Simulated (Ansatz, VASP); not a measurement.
**Ru: VASP beside Ansatz**

File INCAR:

```
PREC = Accurate
ENCUT = 520
EDIFF = 1E-7
ISMEAR = -1
SIGMA = 0.05
LREAL = F
LASPH = T
NELM = 80
ALGO = Normal
ISIF = 2
LWAVE = F
LCHARG = F
GGA = PE
NBANDS = 21
```

Contents of KPOINTS:

```
Automatic mesh
0
Gamma
  16 16 9
```

File POSCAR:

```
Ru
1.0
    2.7494093308      0.0000000000      0.0000000000
   -1.3747046654      2.3810583259      0.0000000000
    0.0000000000      0.0000000000      4.3309092230
Ru
2
Direct
    0.3333333333      0.6666666667      0.2500000000
    0.6666666667      0.3333333333      0.7500000000
```

Input for Ansatz:

```yaml
crystal:
  lattice:
    - [2.7494093308, 0.0, 0.0]
    - [-1.3747046654, 2.3810583259, 0.0]
    - [0.0, 0.0, 4.330909223]
  atoms:
    - { symbol: Ru, position: [0.3333333333, 0.6666666667, 0.25] }
    - { symbol: Ru, position: [0.6666666667, 0.3333333333, 0.75] }
kpoints:
  mp_grid: { grid: [16, 16, 9] }
scf:
  occupations: { method: fermi_dirac, width: 0.05 }
hamiltonian:
  xc: pbe
  pseudopotentials: { kind: all_electron, lapw: { basis_error: 0.0005 } }
output:
  forces: true
  stress: true
  eigenvalues: true
```

Change from the starting cell: volume scaled by 1.03.

Alike in both runs: task single point; functional PBE; k mesh 16 × 16 × 9; occupations fermi-dirac, width 0.05 eV; no spin polarisation.

|  | VASP | Ansatz |
| --- | --- | --- |
| version | VASP 6.6.1 | Ansatz 0.2.0 |
| potentials or method | VASP PAW PBE potentials, release 64 (Ru_pv), cutoff 520 eV | all-electron LAPW, scalar-relativistic |

|  | VASP | Ansatz | Ansatz less VASP |
| --- | --- | --- | --- |
| pressure (GPa) | -8.7 | -8.6 | +0.06 |
| traceless stress, the component that is largest in VASP (GPa) | -0.39 | -0.40 | -0.014 |

Ansatz ran all-electron here, and VASP with PAW potentials.
